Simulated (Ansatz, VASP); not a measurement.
**CsCaF3: VASP beside Ansatz**

```
CELL_PARAMETERS angstrom
4.52053 0.00000 0.00000
0.00000 4.52053 0.00000
0.00000 0.00000 4.52053
ATOMIC_POSITIONS crystal
Cs 0.00000 0.00000 0.00000
Ca 0.50000 0.50000 0.50000
F 0.00000 0.50000 0.50000
F 0.50000 0.00000 0.50000
F 0.50000 0.50000 0.00000
```

Alike in both runs: task single point; functional LDA; k mesh 6 × 6 × 6; occupations gaussian, width 0.05 eV; no spin polarisation.

```csv
,VASP,Ansatz
version,VASP 6.6.1,Ansatz 0.2.0
potentials or method,"VASP PAW LDA potentials, release 64 (Cs_sv, Ca_sv, F), cutoff 520 eV","scalar-relativistic, plane waves, PAW"
valence electrons in the cell,40,40
```

```csv
,VASP,Ansatz,Ansatz less VASP
gap on the k mesh at the Fermi level (eV),6.81,6.83,+0.016
least direct gap on the mesh (eV),6.83,6.85,+0.016
pressure (GPa),-3.9,-4.1,-0.21
```

LDA's correlation is that of Perdew and Zunger in VASP and of Perdew and Wang (1992) in Ansatz.

Neither program's run includes spin-orbit coupling.
